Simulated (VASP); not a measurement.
# Hg (P6/mmm) in VASP: a series of runs

Runs on Hg. Level: PBE. Tasks: single point.

Program: VASP 6.6.1. These are calculated values, not measurements. Logs are shortened: lines on timing, memory, paths and dates and some standing lists are left out, and cuts for length are marked.

### Step 1. The cell of the first run

Symmetry: P6/mmm, No. 191, hexagonal system. The conventional cell has a = 4.570 Å, b = 4.570 Å, c = 3.896 Å, α = 90.00°, β = 90.00°, γ = 120.00°. Hg (site symmetry -6m2) has 9 Hg at 2.64 to 3.28 Å within 3.5 Å. Hg (site symmetry 6/mmm) has 14 Hg at 3.28 to 3.90 Å within 4.3 Å.

### Step 2. Single point, PBE

File INCAR:

```
ALGO     = Normal         # electronic algorithm
EDIFF    = 1E-6           # SCF threshold, eV
ENCUT    = 550            # plane-wave cutoff, eV
GGA      = PE             # functional
GGA_COMPAT= False        
ISIF     = 2              # what is computed and relaxed
ISMEAR   = -1             # smearing method
LASPH    = True           # aspherical terms in the spheres
LCHARG   = False          # write CHGCAR
LREAL    = False          # projectors in reciprocal space
LWAVE    = False          # write WAVECAR
NBANDS   = 37             # bands
NELM     = 120            # most SCF steps
PREC     = Accurate       # precision mode
SIGMA    = 0.05           # smearing width, eV
```

File KPOINTS:

```
k-points
0
Gamma
  7 7 7
```

File POSCAR:

```
Hg
1.0
    4.5700671014      0.0000000000      0.0000000000
   -2.2850335507      3.9577942068      0.0000000000
    0.0000000000      0.0000000000      3.8956298860
Hg
3
Direct
    0.6666666667      0.3333333333      0.5000000000
    0.0000000000      0.0000000000      0.0000000000
    0.3333333333      0.6666666667      0.5000000000
```

Potentials or basis: VASP PAW PBE potentials, release 64 (Hg_sv_GW).

The run is started by

```bash
> cat potpaw_PBE.64/Hg_sv_GW/POTCAR > POTCAR
> mpirun -np 1 vasp_std > vasp.out
```

OUTCAR:

```text
EDIFF = 1E-6
   ENCUT = 550
   GGA = PE
   ISIF = 2
   ISMEAR = -1
   LASPH = True
   LREAL = False
   NELM = 120
   PREC = Accurate

 ion  position               nearest neighbor table
   1  0.667  0.333  0.500-   3 2.64   3 2.64   3 2.64   2 3.28   2 3.28   2 3.28   2 3.28   2 3.28
                             2 3.28
   2  0.000  0.000  0.000-   1 3.28   3 3.28   1 3.28   3 3.28   3 3.28   3 3.28   1 3.28   1 3.28
                             1 3.28   1 3.28   3 3.28   3 3.28
   3  0.333  0.667  0.500-   1 2.64   1 2.64   1 2.64   2 3.28   2 3.28   2 3.28   2 3.28   2 3.28
                             2 3.28

  LATTYP: Found a hexagonal cell.
 ALAT       =     4.5700671014
 C/A-ratio  =     0.8524229075

  Lattice vectors:

 A1 = (   4.5700671014,   0.0000000000,   0.0000000000)
 A2 = (  -2.2850335507,   3.9577942068,   0.0000000000)
 A3 = (   0.0000000000,   0.0000000000,   3.8956298860)

Analysis of symmetry for initial positions (statically):
=====================================================================
 Subroutine PRICEL returns:
 Original cell was already a primitive cell.

 Routine SETGRP: Setting up the symmetry group for a
 hexagonal supercell.

 Subroutine GETGRP returns: Found 24 space group operations
 (whereof 24 operations were pure point group operations)
 out of a pool of 24 trial point group operations.

The static configuration has the point symmetry D_6h.

Analysis of symmetry for dynamics (positions and initial velocities):
=====================================================================
 Subroutine PRICEL returns:
 Original cell was already a primitive cell.

 Routine SETGRP: Setting up the symmetry group for a
 hexagonal supercell.

 Subroutine GETGRP returns: Found 24 space group operations
 (whereof 24 operations were pure point group operations)
 out of a pool of 24 trial point group operations.

The dynamic configuration has the point symmetry D_6h.

 Subroutine INISYM returns: Found 24 space group operations
 (whereof 24 operations are pure point group operations),
 and found     1 'primitive' translations

----------------------------------------------------------------------------------------

                                     Primitive cell

  volume of cell :      70.4618

  direct lattice vectors                    reciprocal lattice vectors
     4.570067101  0.000000000  0.000000000     0.218815168  0.126332996  0.000000000
    -2.285033551  3.957794207  0.000000000     0.000000000  0.252665992  0.000000000
     0.000000000  0.000000000  3.895629886     0.000000000  0.000000000  0.256697897

  length of vectors
     4.570067101  4.570067101  3.895629886     0.252665992  0.252665992  0.256697897

  position of ions in fractional coordinates (direct lattice)
     0.666666667  0.333333333  0.500000000
     0.000000000  0.000000000  0.000000000
     0.333333333  0.666666667  0.500000000

  ion indices of the primitive-cell ions
   primitive index   ion index
                 1           1
                 2           2
                 3           3

----------------------------------------------------------------------------------------

 KPOINTS: k-points

Automatic generation of k-mesh.
 Grid dimensions read from file:
 generate k-points for:    7    7    7

 Generating k-lattice:

  Cartesian coordinates                     Fractional coordinates (reciprocal lattice)
     0.031259310  0.018047571  0.000000000     0.142857143  0.000000000  0.000000000
     0.000000000  0.036095142  0.000000000     0.000000000  0.142857143  0.000000000
     0.000000000  0.000000000  0.036671128     0.000000000  0.000000000  0.142857143

  Length of vectors
     0.036095142  0.036095142  0.036671128

  Shift w.r.t. Gamma in fractional coordinates (k-lattice)
     0.000000000  0.000000000  0.000000000

 Subroutine IBZKPT returns following result:
 ===========================================

 Found     32 irreducible k-points:

 Following reciprocal coordinates:
            Coordinates               Weight
  0.000000  0.000000  0.000000      1.000000
  0.142857 -0.000000  0.000000      6.000000
  0.285714 -0.000000  0.000000      6.000000
  0.428571 -0.000000  0.000000      6.000000
  0.142857  0.142857  0.000000      6.000000
  0.285714  0.142857  0.000000     12.000000
[... 16 lines left out ...]
  0.428571  0.142857  0.285714     12.000000
  0.285714  0.285714  0.285714     12.000000
 [... further k-points ...]
   k-points           NKPTS =     32   k-points in BZ     NKDIM =     32   number of bands    NBANDS=     37
   number of dos      NEDOS =    301   number of ions     NIONS =      3
   total plane-waves  NPLWV =  38880
   dimension x,y,z NGX =    36 NGY =   36 NGZ =   30
   dimension x,y,z NGXF=    72 NGYF=   72 NGZF=   60
   ions per type =               3
   NGX,Y,Z   is equivalent  to a cutoff of  13.10, 13.10, 12.80 a.u.
   NGXF,Y,Z  is equivalent  to a cutoff of  26.19, 26.19, 25.60 a.u.
 SYSTEM =  unknown system
   PREC   = accura    normal or accurate (medium, high low for compatibility)
   ISTART =      0    job   : 0-new  1-cont  2-samecut
   ICHARG =      2    charge: 1-file 2-atom 10-const
   ISPIN  =      1    spin polarized calculation?
   LNONCOLLINEAR =      F non collinear calculations
   LSORBIT =      F    spin-orbit coupling
   LASPH  =      T    aspherical Exc in radial PAW
   ENCUT  =  550.0 eV  40.42 Ry    6.36 a.u.   8.74  8.74  7.45*2*pi/ulx,y,z
   NELM   =    120;   NELMIN=  2; NELMDL= -5     # of ELM steps
   EDIFF  = 0.1E-05   stopping-criterion for ELM
   LREAL  =      F    real-space projection
   EDIFFG = 0.1E-04   stopping-criterion for IOM
   NSW    =      0    number of steps for IOM
   IBRION =     -1    ionic relax: 0-MD 1-quasi-New 2-CG
   NFREE  =      0    steps in history (QN), initial steepest desc. (CG)
   ISIF   =      2    stress and relaxation
   ISYM   =      2    0-nonsym 1-usesym 2-fastsym
   POTIM  = 0.5000    time-step for ionic-motion
   TEBEG  =    0.0;   TEEND  =   0.0 temperature during run
   PSTRESS=    0.0 pullay stress
   NELECT =      60.0000    total number of electrons
   NUPDOWN=      -1.0000    fix difference up-down
   EMIN   =  10.00;   EMAX   =-10.00  energy-range for DOS
   EFERMI =   0.00;   METHOD = LEGACY
   ISMEAR =    -1;   SIGMA  =   0.05  broadening in eV -4-tet -1-fermi 0-gaus
   EFERMI_NEDOS =   21; number of points for ismear=-14 and -15
   IALGO  =     38    algorithm
   IMIX   =      4    mixing-type and parameters
     AMIX     =   0.40;   BMIX     =  1.00
     AMIX_MAG =   1.60;   BMIX_MAG =  1.00
  volume/ion in A,a.u.               =      23.49       158.50
  Fermi-wavevector in a.u.,A,eV,Ry     =   1.551699  2.932286 32.759688  2.407769
  Thomas-Fermi vector in A             =   2.656181
   LORBIT       =      0    0 simple, 1 ext, 2 COOP (PROOUT), +10 PAW based schemes
   GGA     = PE    functional components
   LHFCALC =     F    Hartree Fock is set to
   AEXX    =    0.0000 exact exchange contribution
   IVDW    =     0    specifies the selected vdW correction
   LEPSILON=     F    determine dielectric tensor
   LRPA    =     F    only Hartree local field effects (RPA)
 non-spin polarized calculation
  energy-cutoff  :      550.00
  volume of cell :       70.46
 maximum number of plane-waves:      2079
 NGX is ok and might be reduce to    36
   NGX = 17   NGY = 17   NGZ = 15

 number of electron      60.0000018 magnetization

 Free energy of the ion-electron system (eV)
  ---------------------------------------------------
  ext. energy  EPLUGINS =         0.00000000
  ---------------------------------------------------
  free energy    TOTEN  =         0.30788936 eV

  energy without entropy =        0.32297926  energy(sigma->0) =        0.31543431

 E-fermi :   6.2940     XC(G=0): -11.2747

 val. band max:        6.2471024451   @ k =   0.2857  -0.0000   0.1429
 cond. band min:       6.2968935334   @ k =   0.2857   0.1429   0.4286
 fundamental gap:      0.0497910882
 Fermi energy:         6.2940051250

 k-point     1 :       0.0000    0.0000    0.0000
  band No.  band energies     occupation
      1    -109.2378      2.00000
      2    -109.2223      2.00000
      3    -108.6609      2.00000
      4     -57.6859      2.00000
      5     -57.6859      2.00000
      6     -57.5340      2.00000
[... 29 lines left out ...]
     36      14.1764      0.00000
     37      18.5316      0.00000

 k-point     2 :       0.1429   -0.0000    0.0000
  band No.  band energies     occupation
      1    -109.2371      2.00000
      2    -109.2230      2.00000
      3    -108.6609      2.00000
      4     -57.6878      2.00000
      5     -57.6799      2.00000
      6     -57.5349      2.00000
[... 29 lines left out ...]
     36      14.5081      0.00000
     37      17.4579      0.00000

 k-point     3 :       0.2857   -0.0000    0.0000
  band No.  band energies     occupation
      1    -109.2353      2.00000
      2    -109.2248      2.00000
      3    -108.6609      2.00000
      4     -57.6921      2.00000
      5     -57.6640      2.00000
      6     -57.5509      2.00000
[... 29 lines left out ...]
     36      15.3436      0.00000
     37      15.5825      0.00000

 k-point     4 :       0.4286   -0.0000    0.0000
  band No.  band energies     occupation
      1    -109.2331      2.00000
      2    -109.2270      2.00000
      3    -108.6609      2.00000
      4     -57.6954      2.00000
      5     -57.6468      2.00000
      6     -57.5680      2.00000
[... 29 lines left out ...]
     36      15.5332      0.00000
     37      15.5420      0.00000
[... 683 lines left out ...]
      1    -109.2337      2.00000
      2    -109.2264      2.00000
      3    -108.6609      2.00000
      4     -57.6960      2.00000
      5     -57.6483      2.00000
      6     -57.5665      2.00000
[... 29 lines left out ...]
     36      15.3594      0.00000
     37      17.7647      0.00000

 k-point    23 :       0.4286    0.1429    0.2857
  band No.  band energies     occupation
      1    -109.2321      2.00000
      2    -109.2280      2.00000
      3    -108.6609      2.00000
      4     -57.6980      2.00000
      5     -57.6353      2.00000
      6     -57.5796      2.00000
[... 29 lines left out ...]
     36      16.3869      0.00000
     37      16.5864      0.00000

 k-point    24 :       0.2857    0.2857    0.2857
  band No.  band energies     occupation
      1    -109.2315      2.00000
      2    -109.2286      2.00000
      3    -108.6609      2.00000
      4     -57.7000      2.00000
      5     -57.6240      2.00000
      6     -57.5910      2.00000
[... 29 lines left out ...]
     36      16.2516      0.00000
     37      17.1198      0.00000

 [... further k-points ...]

------------------------ aborting loop because EDIFF is reached ----------------------------------------

  FORCE on cell =-STRESS in cart. coord.  units (eV):
  Direction    XX          YY          ZZ          XY          YZ          ZX
  --------------------------------------------------------------------------------------
  -------------------------------------------------------------------------------------
  Total        6.5946372      6.5946372      1.3797027      0.0000000     -0.0000000      0.0000000
  in kB      149.9505343    149.9505343     31.3720295      0.0000000     -0.0000000      0.0000000
  external PRESSURE =     110.4243660 kB  Pullay stress =       0.0000000 kB

 VOLUME and BASIS-vectors are now :
 -----------------------------------------------------------------------------
  energy-cutoff  :      550.00
  volume of cell :       70.46
      direct lattice vectors                 reciprocal lattice vectors
     4.570067101  0.000000000  0.000000000     0.218815168  0.126332996  0.000000000
    -2.285033551  3.957794207  0.000000000     0.000000000  0.252665992  0.000000000
     0.000000000  0.000000000  3.895629886     0.000000000  0.000000000  0.256697897

 POSITION                                       TOTAL-FORCE (eV/Angst)
 -----------------------------------------------------------------------------------
      2.28503      1.31926      1.94781         0.000000      0.000000      0.000000
      0.00000      0.00000      0.00000         0.000000      0.000000      0.000000
     -0.00000      2.63853      1.94781        -0.000000     -0.000000     -0.000000
 -----------------------------------------------------------------------------------
    total drift:                                0.000000     -0.000000     -0.000000

  FREE ENERGIE OF THE ION-ELECTRON SYSTEM (eV)
  ---------------------------------------------------
  free  energy   TOTEN  =         0.3078893557 eV

  energy  without entropy=        0.3229792625  energy(sigma->0) =        0.31543431
```

Run time: 46 s. Hardware: 1 thread of Intel Xeon Platinum 8488C (Sapphire Rapids), shared host; peak memory 0.24 GiB.

What came out:

```
Free energy            : 0.3079 eV
Pressure               : 11.0 GPa
Band gap on the k mesh : zero (bands 30 and 31 overlap by 4.87 eV)
```

Caveat: the stress differs along the axes, from 3 to 15 GPa; spin-orbit coupling is left out, which moves the levels of the heavy elements.

### Step 3. Single point, PBE

This run uses another cell than the first one, of 23.03 Å³/atom.

File INCAR:

```
SYSTEM = Hg
PREC     = Accurate       ! precision mode
ENCUT    = 550            ! plane-wave cutoff, eV
EDIFF    = 1E-6           ! SCF threshold, eV
ISMEAR   = -1             ! smearing method
SIGMA    = 0.05           ! smearing width, eV
LREAL    = .FALSE.        ! projectors in reciprocal space
LASPH    = .TRUE.         ! aspherical terms in the spheres
NELM     = 120            ! most SCF steps
ALGO     = Normal         ! electronic algorithm
ISIF     = 2              ! what is computed and relaxed
LWAVE    = .FALSE.        ! write WAVECAR
LCHARG   = .FALSE.        ! write CHGCAR
GGA      = PE             ! functional
NBANDS   = 37             ! bands
GGA_COMPAT= .FALSE.
```

File KPOINTS:

```
Automatic mesh
0
G
  7 7 7
  0 0 0
```

File POSCAR:

```
Hg
1.0
    4.5400000000      0.0000000000      0.0000000000
   -2.2700000000      3.9317553332      0.0000000000
    0.0000000000      0.0000000000      3.8700000000
Hg
3
Direct
    0.6666666667      0.3333333333      0.5000000000
    0.0000000000      0.0000000000      0.0000000000
    0.3333333333      0.6666666667      0.5000000000
```

Potentials or basis: VASP PAW PBE potentials, release 64 (Hg_sv_GW).

The run is started by

```bash
> cat potpaw_PBE.64/Hg_sv_GW/POTCAR > POTCAR
> mpirun -np 1 vasp_std > vasp.out
```

Wall time 80 s (1 thread of Intel Xeon Platinum 8488C (Sapphire Rapids), shared host); peak memory 0.24 GiB.

Results (log left out):

```
Free energy            : 0.4128 eV
Pressure               : 12.5 GPa
Band gap on the k mesh : zero (bands 30 and 31 overlap by 5.06 eV)
```

Stress tensor (GPa, compression positive):
```
16.98  0.00  0.00
 0.00 16.98  0.00
 0.00  0.00  3.68
```

Levels at points of the mesh, in eV from the Fermi level:
```
           k point  band 26  band 27  band 28  band 29  band 30  band 31  band 32  band 33  band 34  band 35
(0.00, 0.00, 0.00)    -6.72    -6.00    -6.00     0.37     1.92     2.61     3.59     3.59     3.85     3.85
```

Caveat: the stress differs along the axes, from 4 to 17 GPa; spin-orbit coupling is left out, which moves the levels of the heavy elements.

### Step 4. Single point, PBE

This run uses another cell than the first one, of 24.41 Å³/atom.

File INCAR:

```
PREC = Accurate
ENCUT = 550
EDIFF = 1E-6
ISMEAR = -1
SIGMA = 0.05
LREAL = F
LASPH = T
NELM = 120
ALGO = Normal
ISIF = 2
LWAVE = F
LCHARG = F
GGA = PE
NBANDS = 37
GGA_COMPAT = F
```

File KPOINTS:

```
regular mesh
0
Gamma
  7 7 7
```

File POSCAR:

```
Hg
1.0
    4.6290422138      0.0000000000      0.0000000000
   -2.3145211069      4.0088681524      0.0000000000
    0.0000000000      0.0000000000      3.9459016228
Hg
3
Direct
    0.6666666667      0.3333333333      0.5000000000
    0.0000000000      0.0000000000      0.0000000000
    0.3333333333      0.6666666667      0.5000000000
```

The run is started by

```bash
> cat potpaw_PBE.64/Hg_sv_GW/POTCAR > POTCAR
> mpirun -np 1 vasp_std > vasp.out
```

Wall time 46 s (1 thread of AMD EPYC 9R45 (Zen 5), shared host); peak memory 0.21 GiB.

The run converged. Its results:

| Property | Result |
| --- | --- |
| Free energy | 0.1313 eV |
| Pressure | 8.8 GPa |
| Band gap on the k mesh | zero (bands 30 and 31 overlap by 4.50 eV) |

Stress tensor (GPa, compression positive):
```
11.95  0.00  0.00
 0.00 11.95  0.00
 0.00  0.00  2.38
```

Levels at points of the mesh, in eV from the Fermi level:
```tsv
k point	band 26	band 27	band 28	band 29	band 30	band 31	band 32	band 33	band 34	band 35
(0.00, 0.00, 0.00)	-6.55	-5.94	-5.94	0.15	2.00	2.31	3.47	3.47	3.76	3.76
```

Caveat: the stress differs along the axes, from 2 to 12 GPa; spin-orbit coupling is left out, which moves the levels of the heavy elements.

### Step 5. The runs side by side

| cell | gap on the mesh (eV) | pressure (GPa) |
| --- | --- | --- |
| a = 4.570, b = 4.570, c = 3.896 Å, angles 90.0, 90.0, 120.0°, 3 atoms | none | 11.0 |
| a = 4.540, b = 4.540, c = 3.870 Å, angles 90.0, 90.0, 120.0°, 3 atoms | none | 12.5 |
| a = 4.629, b = 4.629, c = 3.946 Å, angles 90.0, 90.0, 120.0°, 3 atoms | none | 8.8 |

Alike in all rows: task single point; level PBE; potentials or basis VASP PAW PBE potentials, release 64 (Hg_sv_GW); no spin polarisation; k mesh 7 × 7 × 7; cutoff (eV) 550; smearing fermi-dirac 0.05 eV.

Caveats: spin-orbit coupling is left out, which moves the levels of the heavy elements; the stress differs along the axes, from 3 to 15 GPa (at least some runs); the stress differs along the axes, from 4 to 17 GPa (at least some runs); the stress differs along the axes, from 2 to 12 GPa (at least some runs).

Total energies depend on the potentials used, so only differences within one code and one set of settings carry meaning.

The gap in the log of VASP goes by the Fermi energy; the results here count the filled bands.